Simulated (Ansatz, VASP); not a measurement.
**SnO3: VASP beside Ansatz**

```
Sn O
1.0
     4.13053    0.00000    0.00000
    -2.06526    3.57714    0.00000
     0.00000    0.00000    3.29505
Sn O
1 3
Direct
  0.00000 0.00000 0.00000
  0.50000 0.00000 0.50000
  0.00000 0.50000 0.50000
  0.50000 0.50000 0.50000
```

Alike in both runs: functional PBE; k mesh 5 × 5 × 5; occupations gaussian, width 0.2 eV; no spin polarisation.

Ansatz relaxed the structure, and its values are those at the end. VASP's run is a single point on that final structure, the one shown.

|  | VASP | Ansatz |
| --- | --- | --- |
| version | VASP 6.6.1 | Ansatz 0.2.0 |
| potentials or method | VASP PAW PBE potentials, release 64 (Sn_d, O), cutoff 600 eV | scalar-relativistic, plane waves, PAW |
| valence electrons in the cell | 32 | 32 |

```tsv
	VASP	Ansatz	Ansatz less VASP
gap on the k mesh at the Fermi level (eV)	none	none	-
pressure (GPa)	-0.1	0.1	+0.24
```

A gap of «none» marks a metal or a gap that the smearing closes.

The k mesh is coarse, so the values compare programs but aren't converged.
